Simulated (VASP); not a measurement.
# HfSi (Pnma) in VASP: a series of runs

HfSi is run at these levels: r2SCAN; tasks: single point.

Everything below comes from runs of VASP 6.6.1. Logs are shortened: lines on timing, memory, paths and dates and some standing lists are left out, and cuts for length are marked.

### Step 1. The cell of the first run

Symmetry: Pnma, No. 62, orthorhombic system. The conventional cell has a = 6.726 Å, b = 3.695 Å, c = 5.122 Å, α = 90.00°, β = 90.00°, γ = 90.00°. Within 3.7 Å of Hf (site symmetry m) lie 7 Si at 2.65 to 2.82 Å and 10 Hf at 3.26 to 3.69 Å. Si (site symmetry m) has 2 Si at 2.40 Å and 7 Hf at 2.65 to 2.82 Å within 3.2 Å.

### Step 2. Single point, r2SCAN

POSCAR

```
HfSi
1.0
    6.7257377700      0.0000000000      0.0000000000
    0.0000000000      3.6948172800      0.0000000000
    0.0000000000      0.0000000000      5.1215563400
Hf Si
4 4
Direct
    0.1751170438      0.2500000000      0.1253643123
    0.3248829562      0.7500000000      0.6253643123
    0.6751170438      0.2500000000      0.3746356877
    0.8248829562      0.7500000000      0.8746356877
    0.0427286810      0.2500000000      0.6383907509
    0.4572713190      0.7500000000      0.1383907509
    0.5427286810      0.2500000000      0.8616092491
    0.9572713190      0.7500000000      0.3616092491
```

INCAR.step1

```
PREC = Accurate
ENCUT = 520
ISMEAR = -1
SIGMA = 0.1
LREAL = F
LASPH = T
NELM = 60
NBANDS = 38
GGA = PE
ALGO = Normal
EDIFF = 1E-4
LWAVE = T
LCHARG = F
```

INCAR.step2

```
PREC = Accurate
ENCUT = 520
EDIFF = 1E-6
ISMEAR = -1
SIGMA = 0.1
LREAL = F
LASPH = T
NELM = 60
ALGO = Normal
ISIF = 2
LWAVE = F
LCHARG = F
METAGGA = R2SCAN
LMIXTAU = T
NBANDS = 38
ISTART = 1
```

KPOINTS

```
regular mesh
0
Gamma
  5 9 7
```

Potentials or basis: VASP PAW PBE potentials, release 64 (Hf_pv, Si).

The run is started by

```bash
$ cat potpaw_PBE.64/Hf_pv/POTCAR potpaw_PBE.64/Si/POTCAR > POTCAR
$ cp INCAR.step1 INCAR
$ mpirun -np 1 vasp_std > vasp.out
$ cp INCAR.step2 INCAR
$ mpirun -np 1 vasp_std > vasp.out
```

OUTCAR:

```text
PREC = Accurate
   ENCUT = 520
   EDIFF = 1E-6
   ISMEAR = -1
   LREAL = F
   LASPH = T
   NELM = 60
   ISIF = 2
   METAGGA = R2SCAN
   ISTART = 1

 ion  position               nearest neighbor table
   1  0.175  0.250  0.125-   5 2.65   6 2.65   6 2.65   8 2.65   8 2.65   5 2.77   7 2.82   4 3.26
                             4 3.26   2 3.31   2 3.31   2 3.31   2 3.31   3 3.60   3 3.60
   2  0.325  0.750  0.625-   6 2.65   5 2.65   5 2.65   7 2.65   7 2.65   6 2.77   8 2.82   3 3.26
                             3 3.26   1 3.31   1 3.31   1 3.31   1 3.31   4 3.60   4 3.60
   3  0.675  0.250  0.375-   7 2.65   8 2.65   8 2.65   6 2.65   6 2.65   7 2.77   5 2.82   2 3.26
                             2 3.26   4 3.31   4 3.31   4 3.31   4 3.31   1 3.60   1 3.60
   4  0.825  0.750  0.875-   8 2.65   7 2.65   7 2.65   5 2.65   5 2.65   8 2.77   6 2.82   1 3.26
                             1 3.26   3 3.31   3 3.31   3 3.31   3 3.31   2 3.60   2 3.60
   5  0.043  0.250  0.638-   8 2.40   8 2.40   1 2.65   2 2.65   2 2.65   4 2.65   4 2.65   1 2.77
                             3 2.82
   6  0.457  0.750  0.138-   7 2.40   7 2.40   2 2.65   1 2.65   1 2.65   3 2.65   3 2.65   2 2.77
                             4 2.82
   7  0.543  0.250  0.862-   6 2.40   6 2.40   3 2.65   4 2.65   4 2.65   2 2.65   2 2.65   3 2.77
                             1 2.82
   8  0.957  0.750  0.362-   5 2.40   5 2.40   4 2.65   3 2.65   3 2.65   1 2.65   1 2.65   4 2.77
                             2 2.82

  LATTYP: Found a simple orthorhombic cell.
 ALAT       =     3.6948172800
 B/A-ratio  =     1.3861460397
 C/A-ratio  =     1.8203167465

  Lattice vectors:

 A1 = (   0.0000000000,   3.6948172800,   0.0000000000)
 A2 = (   0.0000000000,   0.0000000000,   5.1215563400)
 A3 = (   6.7257377700,   0.0000000000,   0.0000000000)

Analysis of symmetry for initial positions (statically):
=====================================================================
 Subroutine PRICEL returns:
 Original cell was already a primitive cell.

 Routine SETGRP: Setting up the symmetry group for a
 simple orthorhombic supercell.

 Subroutine GETGRP returns: Found  8 space group operations
 (whereof  2 operations were pure point group operations)
 out of a pool of  8 trial point group operations.

The static configuration has the point symmetry S_2 .
 The point group associated with its full space group is D_2h.

Analysis of symmetry for dynamics (positions and initial velocities):
=====================================================================
 Subroutine PRICEL returns:
 Original cell was already a primitive cell.

 Routine SETGRP: Setting up the symmetry group for a
 simple orthorhombic supercell.

 Subroutine GETGRP returns: Found  8 space group operations
 (whereof  2 operations were pure point group operations)
 out of a pool of  8 trial point group operations.

The dynamic configuration has the point symmetry S_2 .
 The point group associated with its full space group is D_2h.

 Subroutine INISYM returns: Found  8 space group operations
 (whereof  2 operations are pure point group operations),
 and found     1 'primitive' translations

----------------------------------------------------------------------------------------

                                     Primitive cell

  volume of cell :     127.2726

  direct lattice vectors                    reciprocal lattice vectors
     6.725737770  0.000000000  0.000000000     0.148682573  0.000000000  0.000000000
     0.000000000  3.694817280  0.000000000     0.000000000  0.270649378  0.000000000
     0.000000000  0.000000000  5.121556340     0.000000000  0.000000000  0.195253148

  length of vectors
     6.725737770  3.694817280  5.121556340     0.148682573  0.270649378  0.195253148

  position of ions in fractional coordinates (direct lattice)
     0.175117044  0.250000000  0.125364312
     0.324882956  0.750000000  0.625364312
     0.675117044  0.250000000  0.374635688
     0.824882956  0.750000000  0.874635688
     0.042728681  0.250000000  0.638390751
     0.457271319  0.750000000  0.138390751
     0.542728681  0.250000000  0.861609249
     0.957271319  0.750000000  0.361609249

  ion indices of the primitive-cell ions
   primitive index   ion index
                 1           1
                 2           2
                 3           3
                 4           4
                 5           5
                 6           6
                 7           7
                 8           8

----------------------------------------------------------------------------------------

 KPOINTS: regular mesh

Automatic generation of k-mesh.
 Grid dimensions read from file:
 generate k-points for:    5    9    7

 Generating k-lattice:

  Cartesian coordinates                     Fractional coordinates (reciprocal lattice)
     0.029736515  0.000000000  0.000000000     0.200000000  0.000000000  0.000000000
     0.000000000  0.030072153  0.000000000     0.000000000  0.111111111  0.000000000
     0.000000000  0.000000000  0.027893307     0.000000000  0.000000000  0.142857143

  Length of vectors
     0.029736515  0.030072153  0.027893307

  Shift w.r.t. Gamma in fractional coordinates (k-lattice)
     0.000000000  0.000000000  0.000000000

 Subroutine IBZKPT returns following result:
 ===========================================

 Found     60 irreducible k-points:

 Following reciprocal coordinates:
            Coordinates               Weight
  0.000000  0.000000  0.000000      1.000000
  0.200000  0.000000  0.000000      2.000000
  0.400000  0.000000  0.000000      2.000000
  0.000000  0.111111  0.000000      2.000000
  0.200000  0.111111  0.000000      4.000000
  0.400000  0.111111  0.000000      4.000000
[... 16 lines left out ...]
  0.200000  0.222222  0.142857      8.000000
  0.400000  0.222222  0.142857      8.000000
 [... further k-points ...]
   k-points           NKPTS =     60   k-points in BZ     NKDIM =     60   number of bands    NBANDS=     38
   number of dos      NEDOS =    301   number of ions     NIONS =      8
   total plane-waves  NPLWV =  56000
   dimension x,y,z NGX =    50 NGY =   28 NGZ =   40
   dimension x,y,z NGXF=   100 NGYF=   56 NGZF=   80
   ions per type =               4   4
   NGX,Y,Z   is equivalent  to a cutoff of  12.36, 12.60, 12.98 a.u.
   NGXF,Y,Z  is equivalent  to a cutoff of  24.72, 25.20, 25.97 a.u.
 SYSTEM =  unknown system
   PREC   = accura    normal or accurate (medium, high low for compatibility)
   ISTART =      1    job   : 0-new  1-cont  2-samecut
   ICHARG =      0    charge: 1-file 2-atom 10-const
   ISPIN  =      1    spin polarized calculation?
   LNONCOLLINEAR =      F non collinear calculations
   LSORBIT =      F    spin-orbit coupling
   LASPH  =      T    aspherical Exc in radial PAW
   ENCUT  =  520.0 eV  38.22 Ry    6.18 a.u.  12.51  6.87  9.52*2*pi/ulx,y,z
   NELM   =     60;   NELMIN=  2; NELMDL=  0     # of ELM steps
   EDIFF  = 0.1E-05   stopping-criterion for ELM
   LREAL  =      F    real-space projection
   EDIFFG = 0.1E-04   stopping-criterion for IOM
   NSW    =      0    number of steps for IOM
   IBRION =     -1    ionic relax: 0-MD 1-quasi-New 2-CG
   NFREE  =      0    steps in history (QN), initial steepest desc. (CG)
   ISIF   =      2    stress and relaxation
   ISYM   =      2    0-nonsym 1-usesym 2-fastsym
   POTIM  = 0.5000    time-step for ionic-motion
   TEBEG  =    0.0;   TEEND  =   0.0 temperature during run
   PSTRESS=    0.0 pullay stress
   NELECT =      56.0000    total number of electrons
   NUPDOWN=      -1.0000    fix difference up-down
   EMIN   =  10.00;   EMAX   =-10.00  energy-range for DOS
   EFERMI =   0.00;   METHOD = LEGACY
   ISMEAR =    -1;   SIGMA  =   0.10  broadening in eV -4-tet -1-fermi 0-gaus
   EFERMI_NEDOS =   21; number of points for ismear=-14 and -15
   IALGO  =     38    algorithm
   IMIX   =      4    mixing-type and parameters
     AMIX     =   0.40;   BMIX     =  1.00
     AMIX_MAG =   1.60;   BMIX_MAG =  1.00
  volume/ion in A,a.u.               =      15.91       107.36
  Fermi-wavevector in a.u.,A,eV,Ry     =   1.245162  2.353015 21.094862  1.550429
  Thomas-Fermi vector in A             =   2.379397
   LORBIT       =      0    0 simple, 1 ext, 2 COOP (PROOUT), +10 PAW based schemes
   METAGGA = R2SCAN    functional components
   LHFCALC =     F    Hartree Fock is set to
   AEXX    =    0.0000 exact exchange contribution
   IVDW    =     0    specifies the selected vdW correction
   LEPSILON=     F    determine dielectric tensor
   LRPA    =     F    only Hartree local field effects (RPA)
 non-spin polarized calculation
  energy-cutoff  :      520.00
  volume of cell :      127.27
 maximum number of plane-waves:      3446
 NGX is ok and might be reduce to    50
   NGX = 25   NGY = 13   NGZ = 19

 number of electron      55.9999998 magnetization

 Free energy of the ion-electron system (eV)
  ---------------------------------------------------
  ext. energy  EPLUGINS =         0.00000000
  ---------------------------------------------------
  free energy    TOTEN  =      -222.31777178 eV

  energy without entropy =     -222.26161282  energy(sigma->0) =     -222.28969230

 E-fermi :   8.0985     XC(G=0): -12.7280

 val. band max:        8.0898772768   @ k =   0.0000   0.2222   0.2857
 cond. band min:       8.1022339845   @ k =   0.2000   0.2222   0.4286
 fundamental gap:      0.0123567078
 Fermi energy:         8.0984820594

 k-point     1 :       0.0000    0.0000    0.0000
  band No.  band energies     occupation
      1     -23.6094      2.00000
      2     -23.6085      2.00000
      3     -23.5678      2.00000
      4     -23.4625      2.00000
      5     -23.4508      2.00000
      6     -23.4285      2.00000
[... 30 lines left out ...]
     37      11.8331      0.00000
     38      12.2117      0.00000
[... 941 lines left out ...]
     37      12.1023      0.00000
     38      12.3630      0.00000

 [... further k-points ...]

------------------------ aborting loop because EDIFF is reached ----------------------------------------

  FORCE on cell =-STRESS in cart. coord.  units (eV):
  Direction    XX          YY          ZZ          XY          YZ          ZX
  --------------------------------------------------------------------------------------
  -------------------------------------------------------------------------------------
  Total        8.4930051      8.5543235      9.0658234      0.0000000      0.0000000      0.0000000
  in kB      106.9146249    107.6865346    114.1255771      0.0000000      0.0000000      0.0000000
  external PRESSURE =     109.5755789 kB  Pullay stress =       0.0000000 kB

 VOLUME and BASIS-vectors are now :
 -----------------------------------------------------------------------------
  energy-cutoff  :      520.00
  volume of cell :      127.27
      direct lattice vectors                 reciprocal lattice vectors
     6.725737770  0.000000000  0.000000000     0.148682573  0.000000000  0.000000000
     0.000000000  3.694817280  0.000000000     0.000000000  0.270649378  0.000000000
     0.000000000  0.000000000  5.121556340     0.000000000  0.000000000  0.195253148

 POSITION                                       TOTAL-FORCE (eV/Angst)
 -----------------------------------------------------------------------------------
      1.17779      0.92370      0.64206         0.000330      0.000000     -0.006523
      2.18508      2.77111      3.20284        -0.000330     -0.000000     -0.006523
      4.54066      0.92370      1.91872         0.000330     -0.000000      0.006523
      5.54795      2.77111      4.47950        -0.000330     -0.000000      0.006523
      0.28738      0.92370      3.26955        -0.002701     -0.000000     -0.006052
      3.07549      2.77111      0.70878         0.002701     -0.000000     -0.006052
      3.65025      0.92370      4.41278        -0.002701     -0.000000      0.006052
      6.43836      2.77111      1.85200         0.002701     -0.000000      0.006052
 -----------------------------------------------------------------------------------
    total drift:                               -0.000000     -0.000000      0.000000

  FREE ENERGIE OF THE ION-ELECTRON SYSTEM (eV)
  ---------------------------------------------------
  free  energy   TOTEN  =      -222.3177717823 eV

  energy  without entropy=     -222.2616128238  energy(sigma->0) =     -222.28969230
```

It took 8.2 min on 1 thread of Intel Xeon 6975P-C (Granite Rapids), shared host; peak memory 0.39 GiB.

Results:

```
Free energy            : -222.3178 eV
Pressure               : 11.0 GPa
Largest force          : 0.007 eV/Å
Band gap on the k mesh : zero (bands 28 and 29 overlap by 0.36 eV)
```

Forces on the atoms (eV/Å):
```
Hf   0.000  0.000 -0.007
Hf   0.000  0.000 -0.007
Hf   0.000  0.000  0.007
Hf   0.000  0.000  0.007
Si  -0.003  0.000 -0.006
Si   0.003  0.000 -0.006
Si  -0.003  0.000  0.006
Si   0.003  0.000  0.006
```

Caveat: the cell stands under pressure; the PAW data sets were made with another functional, which shifts forces and pressure a little; spin-orbit coupling is left out, which moves the levels of the heavy elements.

### Step 3. Single point, r2SCAN

This run uses another cell than the first one, of 16.25 Å³/atom.

POSCAR

```
HfSi
1.0
    6.7731036800      0.0000000000      0.0000000000
    0.0000000000      3.7208379700      0.0000000000
    0.0000000000      0.0000000000      5.1576248200
Hf Si
4 4
Direct
    0.1751895924      0.2500000000      0.1254449138
    0.3248104076      0.7500000000      0.6254449138
    0.6751895924      0.2500000000      0.3745550862
    0.8248104076      0.7500000000      0.8745550862
    0.0427936670      0.2500000000      0.6384821974
    0.4572063330      0.7500000000      0.1384821974
    0.5427936670      0.2500000000      0.8615178026
    0.9572063330      0.7500000000      0.3615178026
```

INCAR.step1

```
SYSTEM = HfSi
PREC = Accurate
ENCUT = 520
ISMEAR = -1
SIGMA = 0.1
LREAL = .FALSE.
LASPH = .TRUE.
NELM = 60
NBANDS = 38
GGA = PE
ALGO = Normal
EDIFF = 1E-4
LWAVE = .TRUE.
LCHARG = .FALSE.
```

INCAR.step2

```
SYSTEM = HfSi
PREC = Accurate
ENCUT = 520
EDIFF = 1E-6
ISMEAR = -1
SIGMA = 0.1
LREAL = .FALSE.
LASPH = .TRUE.
NELM = 60
ALGO = Normal
ISIF = 2
LWAVE = .FALSE.
LCHARG = .FALSE.
METAGGA = R2SCAN
LMIXTAU = .TRUE.
NBANDS = 38
ISTART = 1
```

KPOINTS

```
regular mesh
0
G
  5 9 7
  0 0 0
```

Potentials or basis: VASP PAW PBE potentials, release 64 (Hf_pv, Si).

The run is started by

```bash
$ cat potpaw_PBE.64/Hf_pv/POTCAR potpaw_PBE.64/Si/POTCAR > POTCAR
$ cp INCAR.step1 INCAR
$ mpirun -np 1 vasp_std > vasp.out
$ cp INCAR.step2 INCAR
$ mpirun -np 1 vasp_std > vasp.out
```

Run time: 8.7 min. Hardware: 1 thread of Intel Xeon 6975P-C (Granite Rapids), shared host; peak memory 0.4 GiB.

Results (log left out):

- Free energy: -222.4678 eV
- Pressure: 6.8 GPa
- Largest force: 0.005 eV/Å
- Band gap on the k mesh: zero (bands 28 and 29 overlap by 0.35 eV)

Forces on the atoms (eV/Å):
```
Hf   0.001  0.000 -0.005
Hf  -0.001  0.000 -0.005
Hf   0.001  0.000  0.005
Hf  -0.001  0.000  0.005
Si  -0.002  0.000 -0.002
Si   0.002  0.000 -0.002
Si  -0.002  0.000  0.002
Si   0.002  0.000  0.002
```

Stress tensor (GPa, compression positive):
```
6.65 0.00 0.00
0.00 6.70 0.00
0.00 0.00 7.03
```

Levels at points of the mesh, in eV from the Fermi level:
| k point | band 26 | band 27 | band 28 | band 29 | band 30 | band 31 |
| --- | --- | --- | --- | --- | --- | --- |
| (0.00, 0.00, 0.00) | -0.57 | -0.32 | -0.24 | 0.38 | 0.74 | 1.01 |

Caveat: the cell stands under pressure; the PAW data sets were made with another functional, which shifts forces and pressure a little; spin-orbit coupling is left out, which moves the levels of the heavy elements.

(Continued in part 2 of 2.)
